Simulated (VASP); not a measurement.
# Cu in VASP: a series of runs

Cu is run at these levels: PBE; tasks: single point.

Everything below comes from runs of VASP 6.6.1. Logs are shortened: lines on timing, memory, paths and dates and some standing lists are left out, and cuts for length are marked.

**1. The cell of the first run**

The cell holds a slab with vacuum, 5 atoms: a = 2.559 Å, b = 2.559 Å, c = 24.442 Å, α = 90.00°, β = 90.00°, γ = 120.00°.

**2. Single point, PBE**

INCAR

```
SYSTEM = Cu
PREC = Accurate
ENCUT = 520
EDIFF = 1E-6
ISMEAR = -1
SIGMA = 0.08
LREAL = .FALSE.
LASPH = .TRUE.
NELM = 60
ALGO = Normal
ISIF = 2
LWAVE = .FALSE.
LCHARG = .FALSE.
LDIPOL = .TRUE.
IDIPOL = 3
DIPOL = 0.5 0.5 0.500
GGA = PE
NBANDS = 36
```

KPOINTS

```
regular mesh
0
G
  15 15 1
  0 0 0
```

POSCAR

```
Cu
1.0
    2.5589948731      0.0000000000      0.0000000000
   -1.2794974366      2.2161545683      0.0000000000
    0.0000000000      0.0000000000     24.4423000000
Cu
5
Direct
    0.0000000000      0.0000000000      0.3273015904
    0.3333333340      0.6666666660      0.4136507953
    0.0000000000      0.0000000000      0.4999999997
    0.3333333340      0.6666666660      0.5863492047
    0.0000000000      0.0000000000      0.6726984096
```

Potentials or basis: VASP PAW PBE potentials, release 64 (Cu).

On the command line:

```
> cat potpaw_PBE.64/Cu/POTCAR > POTCAR
> mpirun -np 1 vasp_std > vasp.out
```

OUTCAR:

```text
SYSTEM = Cu
   PREC = Accurate
   ENCUT = 520
   EDIFF = 1E-6
   ISMEAR = -1
   LREAL = .FALSE.
   LASPH = .TRUE.
   NELM = 60
   ISIF = 2
   GGA = PE

 ion  position               nearest neighbor table
   1  0.000  0.000  0.327-   2 2.58   2 2.58   2 2.58
   2  0.333  0.667  0.414-   3 2.58   3 2.58   3 2.58   1 2.58   1 2.58   1 2.58
   3  0.000  0.000  0.500-   2 2.58   2 2.58   2 2.58   4 2.58   4 2.58   4 2.58
   4  0.333  0.667  0.586-   5 2.58   5 2.58   3 2.58   3 2.58   5 2.58   3 2.58
   5  0.000  0.000  0.673-   4 2.58   4 2.58   4 2.58

  LATTYP: Found a hexagonal cell.
 ALAT       =     2.5589948731
 C/A-ratio  =     9.5515236302

  Lattice vectors:

 A1 = (   2.5589948731,   0.0000000000,   0.0000000000)
 A2 = (  -1.2794974366,   2.2161545683,   0.0000000000)
 A3 = (   0.0000000000,   0.0000000000,  24.4423000000)

Analysis of symmetry for initial positions (statically):
=====================================================================
 Subroutine PRICEL returns:
 Original cell was already a primitive cell.

 Routine SETGRP: Setting up the symmetry group for a
 hexagonal supercell.

 Subroutine GETGRP returns: Found 12 space group operations
 (whereof 12 operations were pure point group operations)
 out of a pool of 24 trial point group operations.

The static configuration has the point symmetry D_3h.

Analysis of symmetry for dynamics (positions and initial velocities):
=====================================================================
 Subroutine PRICEL returns:
 Original cell was already a primitive cell.

 Routine SETGRP: Setting up the symmetry group for a
 hexagonal supercell.

 Subroutine GETGRP returns: Found 12 space group operations
 (whereof 12 operations were pure point group operations)
 out of a pool of 24 trial point group operations.

The dynamic configuration has the point symmetry D_3h.

 Subroutine INISYM returns: Found 12 space group operations
 (whereof 12 operations are pure point group operations),
 and found     1 'primitive' translations

----------------------------------------------------------------------------------------

                                     Primitive cell

  volume of cell :     138.6154

  direct lattice vectors                    reciprocal lattice vectors
     2.558994873  0.000000000  0.000000000     0.390778430  0.225616032  0.000000000
    -1.279497437  2.216154568  0.000000000     0.000000000  0.451232064  0.000000000
     0.000000000  0.000000000 24.442300000     0.000000000  0.000000000  0.040912680

  length of vectors
     2.558994873  2.558994873 24.442300000     0.451232064  0.451232064  0.040912680

  position of ions in fractional coordinates (direct lattice)
     0.000000000  0.000000000  0.327301590
     0.333333334  0.666666666  0.413650795
     0.000000000  0.000000000  0.500000000
     0.333333334  0.666666666  0.586349205
     0.000000000  0.000000000  0.672698410

  ion indices of the primitive-cell ions
   primitive index   ion index
                 1           1
                 2           2
                 3           3
                 4           4
                 5           5

----------------------------------------------------------------------------------------

 KPOINTS: regular mesh

Automatic generation of k-mesh.
 Grid dimensions read from file:
 generate k-points for:   15   15    1

 Generating k-lattice:

  Cartesian coordinates                     Fractional coordinates (reciprocal lattice)
     0.026051895  0.015041069  0.000000000     0.066666667  0.000000000  0.000000000
     0.000000000  0.030082138  0.000000000     0.000000000  0.066666667  0.000000000
     0.000000000  0.000000000  0.040912680     0.000000000  0.000000000  1.000000000

  Length of vectors
     0.030082138  0.030082138  0.040912680

  Shift w.r.t. Gamma in fractional coordinates (k-lattice)
     0.000000000  0.000000000  0.000000000

 Subroutine IBZKPT returns following result:
 ===========================================

 Found     27 irreducible k-points:

 Following reciprocal coordinates:
            Coordinates               Weight
  0.000000  0.000000  0.000000      1.000000
  0.066667  0.000000  0.000000      6.000000
  0.133333  0.000000  0.000000      6.000000
  0.200000  0.000000  0.000000      6.000000
  0.266667  0.000000  0.000000      6.000000
  0.333333  0.000000  0.000000      6.000000
[... 16 lines left out ...]
  0.333333  0.200000  0.000000     12.000000
  0.400000  0.200000  0.000000      6.000000
 [... further k-points ...]
   k-points           NKPTS =     27   k-points in BZ     NKDIM =     27   number of bands    NBANDS=     36
   number of dos      NEDOS =    301   number of ions     NIONS =      5
   total plane-waves  NPLWV =  76800
   dimension x,y,z NGX =    20 NGY =   20 NGZ =  192
   dimension x,y,z NGXF=    40 NGYF=   40 NGZF=  384
   ions per type =               5
   NGX,Y,Z   is equivalent  to a cutoff of  12.99, 12.99, 13.06 a.u.
   NGXF,Y,Z  is equivalent  to a cutoff of  25.99, 25.99, 26.12 a.u.
 SYSTEM =  Cu
   PREC   = accura    normal or accurate (medium, high low for compatibility)
   ISTART =      0    job   : 0-new  1-cont  2-samecut
   ICHARG =      2    charge: 1-file 2-atom 10-const
   ISPIN  =      1    spin polarized calculation?
   LNONCOLLINEAR =      F non collinear calculations
   LSORBIT =      F    spin-orbit coupling
   LASPH  =      T    aspherical Exc in radial PAW
   ENCUT  =  520.0 eV  38.22 Ry    6.18 a.u.   4.76  4.76 45.45*2*pi/ulx,y,z
   NELM   =     60;   NELMIN=  2; NELMDL= -5     # of ELM steps
   EDIFF  = 0.1E-05   stopping-criterion for ELM
   LREAL  =      F    real-space projection
   EDIFFG = 0.1E-04   stopping-criterion for IOM
   NSW    =      0    number of steps for IOM
   IBRION =     -1    ionic relax: 0-MD 1-quasi-New 2-CG
   NFREE  =      0    steps in history (QN), initial steepest desc. (CG)
   ISIF   =      2    stress and relaxation
   ISYM   =      2    0-nonsym 1-usesym 2-fastsym
   POTIM  = 0.5000    time-step for ionic-motion
   TEBEG  =    0.0;   TEEND  =   0.0 temperature during run
   PSTRESS=    0.0 pullay stress
   NELECT =      55.0000    total number of electrons
   NUPDOWN=      -1.0000    fix difference up-down
   EMIN   =  10.00;   EMAX   =-10.00  energy-range for DOS
   EFERMI =   0.00;   METHOD = LEGACY
   ISMEAR =    -1;   SIGMA  =   0.08  broadening in eV -4-tet -1-fermi 0-gaus
   EFERMI_NEDOS =   21; number of points for ismear=-14 and -15
   IALGO  =     38    algorithm
   IMIX   =      4    mixing-type and parameters
     AMIX     =   0.40;   BMIX     =  1.00
     AMIX_MAG =   1.60;   BMIX_MAG =  1.00
  volume/ion in A,a.u.               =      27.72       187.08
  Fermi-wavevector in a.u.,A,eV,Ry     =   1.202980  2.273303 19.689832  1.447162
  Thomas-Fermi vector in A             =   2.338747
   LORBIT       =      0    0 simple, 1 ext, 2 COOP (PROOUT), +10 PAW based schemes
   GGA     = PE    functional components
   LHFCALC =     F    Hartree Fock is set to
   AEXX    =    0.0000 exact exchange contribution
   IVDW    =     0    specifies the selected vdW correction
   LEPSILON=     F    determine dielectric tensor
   LRPA    =     F    only Hartree local field effects (RPA)
 non-spin polarized calculation
  energy-cutoff  :      520.00
  volume of cell :      138.62
 maximum number of plane-waves:      3763
 NGX is ok and might be reduce to    20
   NGX =  9   NGY =  9   NGZ = 91

 number of electron      54.9999998 magnetization

 dipolmoment           0.000000      0.000000      0.000000 electrons x Angstroem

 Free energy of the ion-electron system (eV)
  ---------------------------------------------------
  ext. energy  EPLUGINS =         0.00000000
  ---------------------------------------------------
  free energy    TOTEN  =       -17.73275984 eV

  energy without entropy =      -17.70823357  energy(sigma->0) =      -17.72049670

 E-fermi :   0.5211     XC(G=0):  -6.2066

 val. band max:        0.5006125633   @ k =   0.2667   0.0667   0.0000
 cond. band min:       0.5865120431   @ k =   0.0667   0.0000   0.0000
 fundamental gap:      0.0858994799
 Fermi energy:         0.5211026644

 k-point     1 :       0.0000    0.0000    0.0000
  band No.  band energies     occupation
      1      -8.4531      2.00000
      2      -7.5609      2.00000
      3      -6.2952      2.00000
      4      -5.0319      2.00000
      5      -4.5517      2.00000
      6      -2.6291      2.00000
[... 28 lines left out ...]
     35       6.7724      0.00000
     36       7.1263      0.00000

 k-point     2 :       0.0667    0.0000    0.0000
  band No.  band energies     occupation
      1      -8.3107      2.00000
      2      -7.4226      2.00000
      3      -6.1639      2.00000
      4      -4.9130      2.00000
      5      -4.4563      2.00000
      6      -2.6556      2.00000
[... 28 lines left out ...]
     35       6.9003      0.00000
     36       7.2522      0.00000

 k-point     3 :       0.1333    0.0000    0.0000
  band No.  band energies     occupation
      1      -7.8902      2.00000
      2      -7.0164      2.00000
      3      -5.7847      2.00000
      4      -4.5786      2.00000
      5      -4.1945      2.00000
      6      -2.7694      2.00000
[... 28 lines left out ...]
     35       7.2880      0.00000
     36       7.6307      0.00000

 k-point     4 :       0.2000    0.0000    0.0000
  band No.  band energies     occupation
      1      -7.2148      2.00000
      2      -6.3755      2.00000
      3      -5.2153      2.00000
      4      -4.1195      2.00000
      5      -3.8580      2.00000
      6      -3.0108      2.00000
[... 28 lines left out ...]
     35       7.9412      0.00000
     36       8.2621      0.00000

 k-point     5 :       0.2667    0.0000    0.0000
  band No.  band energies     occupation
      1      -6.3396      2.00000
      2      -5.5829      2.00000
      3      -4.6083      2.00000
      4      -3.7750      2.00000
      5      -3.6432      2.00000
      6      -3.1988      2.00000
[... 655 lines left out ...]
 k-point    22 :       0.2667    0.2000    0.0000
  band No.  band energies     occupation
      1      -4.3435      2.00000
      2      -4.0251      2.00000
      3      -3.7334      2.00000
      4      -3.5771      2.00000
      5      -3.3983      2.00000
      6      -3.1497      2.00000
[... 28 lines left out ...]
     35       9.1237      0.00000
     36       9.3784      0.00000

 k-point    23 :       0.3333    0.2000    0.0000
  band No.  band energies     occupation
      1      -3.9214      2.00000
      2      -3.8265      2.00000
      3      -3.5940      2.00000
      4      -3.5080      2.00000
      5      -3.4846      2.00000
      6      -3.2000      2.00000
[... 28 lines left out ...]
     35       8.4952      0.00000
     36       8.7075      0.00000

 k-point    24 :       0.4000    0.2000    0.0000
  band No.  band energies     occupation
      1      -3.8445      2.00000
      2      -3.8025      2.00000
      3      -3.5752      2.00000
      4      -3.4683      2.00000
      5      -3.4430      2.00000
      6      -3.1898      2.00000
[... 28 lines left out ...]
     35       8.1592      0.00000
     36       8.7712      0.00000

 [... further k-points ...]

------------------------ aborting loop because EDIFF is reached ----------------------------------------

 vacuum level on the upper side and lower side of the slab       (xc-potential included)        -0.147        -0.147

  FORCE on cell =-STRESS in cart. coord.  units (eV):
  Direction    XX          YY          ZZ          XY          YZ          ZX
  --------------------------------------------------------------------------------------
  -------------------------------------------------------------------------------------
  Total       -0.9955413     -0.9955413     -0.3341718      0.0000000      0.0000000      0.0000000
  in kB      -11.5068999    -11.5068999     -3.8625033      0.0000000      0.0000000      0.0000000
  external PRESSURE =      -8.9587677 kB  Pullay stress =       0.0000000 kB

 VOLUME and BASIS-vectors are now :
 -----------------------------------------------------------------------------
  energy-cutoff  :      520.00
  volume of cell :      138.62
      direct lattice vectors                 reciprocal lattice vectors
     2.558994873  0.000000000  0.000000000     0.390778430  0.225616032  0.000000000
    -1.279497437  2.216154568  0.000000000     0.000000000  0.451232064  0.000000000
     0.000000000  0.000000000 24.442300000     0.000000000  0.000000000  0.040912680

 POSITION                                       TOTAL-FORCE (eV/Angst)
 -----------------------------------------------------------------------------------
      0.00000      0.00000      8.00000        -0.000000      0.000000      0.062388
      0.00000      1.47744     10.11058         0.000000     -0.000000     -0.060411
      0.00000      0.00000     12.22115        -0.000000      0.000000     -0.000000
      0.00000      1.47744     14.33172         0.000000     -0.000000      0.060411
      0.00000      0.00000     16.44230        -0.000000      0.000000     -0.062388
 -----------------------------------------------------------------------------------
    total drift:                                0.000004     -0.000002      0.000006

  FREE ENERGIE OF THE ION-ELECTRON SYSTEM (eV)
  ---------------------------------------------------
  free  energy   TOTEN  =       -17.7327598379 eV

  energy  without entropy=      -17.7082335666  energy(sigma->0) =      -17.72049670

 vacuum level on the upper side and lower side of the slab         5.232         5.232
```

It took 95 s on 1 thread of Intel Xeon 6975P-C (Granite Rapids), shared host; peak memory 0.31 GiB.

What came out:

| Quantity | Value |
| --- | --- |
| Free energy | -17.7328 eV |
| Largest force | 0.062 eV/Å |
| Band gap on the k mesh | zero (an odd number of electrons rules out a gap without spin polarisation) |

Forces on the atoms (eV/Å):
```
Cu   0.000  0.000  0.062
Cu   0.000  0.000 -0.060
Cu   0.000  0.000  0.000
Cu   0.000  0.000  0.060
Cu   0.000  0.000 -0.062
```

Levels at points of the mesh, in eV from the Fermi level:
| k point | band 24 | band 25 | band 26 | band 27 | band 28 | band 29 | band 30 | band 31 | band 32 | band 33 |
| --- | --- | --- | --- | --- | --- | --- | --- | --- | --- | --- |
| (0.00, 0.00, 0.00) | -1.84 | -1.84 | -1.64 | -1.64 | -1.64 | -1.64 | -0.98 | -0.31 | 4.13 | 4.58 |

**3. Single point, PBE**

INCAR

```
PREC = Accurate
ENCUT = 520
EDIFF = 1E-6
ISMEAR = -1
SIGMA = 0.08
LREAL = False
LASPH = True
NELM = 60
ALGO = Normal
ISIF = 2
LWAVE = False
LCHARG = False
LDIPOL = True
IDIPOL = 3
DIPOL = 0.5 0.5 0.500
GGA = PE
NBANDS = 36
```

KPOINTS

```
regular mesh
0
Gamma
  15 15 1
```

POSCAR

```
Cu
1.0
    2.5589948731      0.0000000000      0.0000000000
   -1.2794974366      2.2161545683      0.0000000000
    0.0000000000      0.0000000000     24.4423000000
Cu
5
Direct
    0.0000000000      0.0000000000      0.3284312764
    0.3333333333      0.6666666667      0.4138366519
    0.0000000000      0.0000000000      0.4999999951
    0.3333333333      0.6666666667      0.5861633472
    0.0000000000      0.0000000000      0.6715687292
```

Potentials or basis: VASP PAW PBE potentials, release 64 (Cu).

On the command line:

```
> cat potpaw_PBE.64/Cu/POTCAR > POTCAR
> mpirun -np 1 vasp_std > vasp.out
```

OUTCAR:

```text
PREC = Accurate
   ENCUT = 520
   EDIFF = 1E-6
   ISMEAR = -1
   LREAL = False
   LASPH = True
   NELM = 60
   ISIF = 2
   GGA = PE

 ion  position               nearest neighbor table
   1  0.000  0.000  0.328-   2 2.56   2 2.56   2 2.56
   2  0.333  0.667  0.414-   1 2.56   1 2.56   1 2.56   3 2.57   3 2.57   3 2.57
   3  0.000  0.000  0.500-   2 2.57   2 2.57   2 2.57   4 2.57   4 2.57   4 2.57
   4  0.333  0.667  0.586-   5 2.56   5 2.56   5 2.56   3 2.57   3 2.57   3 2.57
   5  0.000  0.000  0.672-   4 2.56   4 2.56   4 2.56

  LATTYP: Found a hexagonal cell.
 ALAT       =     2.5589948731
 C/A-ratio  =     9.5515236302

  Lattice vectors:
[... 1139 lines left out ...]
  -------------------------------------------------------------------------------------
  Total       -0.8278589     -0.8278589      0.1300661      0.0000000      0.0000000      0.0000000
  in kB       -9.5687532     -9.5687532      1.5033608      0.0000000      0.0000000      0.0000000
  external PRESSURE =      -5.8780485 kB  Pullay stress =       0.0000000 kB

 VOLUME and BASIS-vectors are now :
 -----------------------------------------------------------------------------
  energy-cutoff  :      520.00
  volume of cell :      138.62
      direct lattice vectors                 reciprocal lattice vectors
     2.558994873  0.000000000  0.000000000     0.390778430  0.225616032  0.000000000
    -1.279497437  2.216154568  0.000000000     0.000000000  0.451232064  0.000000000
     0.000000000  0.000000000 24.442300000     0.000000000  0.000000000  0.040912680

 POSITION                                       TOTAL-FORCE (eV/Angst)
 -----------------------------------------------------------------------------------
      0.00000      0.00000      8.02762        -0.000000     -0.000000     -0.018667
     -0.00000      1.47744     10.11512        -0.000000      0.000000     -0.000644
      0.00000      0.00000     12.22115        -0.000000     -0.000000      0.000000
     -0.00000      1.47744     14.32718         0.000000      0.000000      0.000644
      0.00000      0.00000     16.41468        -0.000000     -0.000000      0.018667
 -----------------------------------------------------------------------------------
    total drift:                                0.000004     -0.000002      0.000005

  FREE ENERGIE OF THE ION-ELECTRON SYSTEM (eV)
  ---------------------------------------------------
  free  energy   TOTEN  =       -17.7337206427 eV

  energy  without entropy=      -17.7091854492  energy(sigma->0) =      -17.72145305

 vacuum level on the upper side and lower side of the slab         5.226         5.226
```

Run time: 99 s. Hardware: 1 thread of Intel Xeon 6975P-C (Granite Rapids), shared host; peak memory 0.32 GiB.

What came out:

```yaml
Free_energy: -17.7337 eV
Largest_force: 0.019 eV/Å
Band_gap_on_the_k_mesh: zero (an odd number of electrons rules out a gap without spin polarisation)
```

Forces on the atoms (eV/Å):
```
Cu   0.000  0.000 -0.019
Cu   0.000  0.000 -0.001
Cu   0.000  0.000  0.000
Cu   0.000  0.000  0.001
Cu   0.000  0.000  0.019
```

The gap in the log of VASP goes by the Fermi energy; the results here count the filled bands.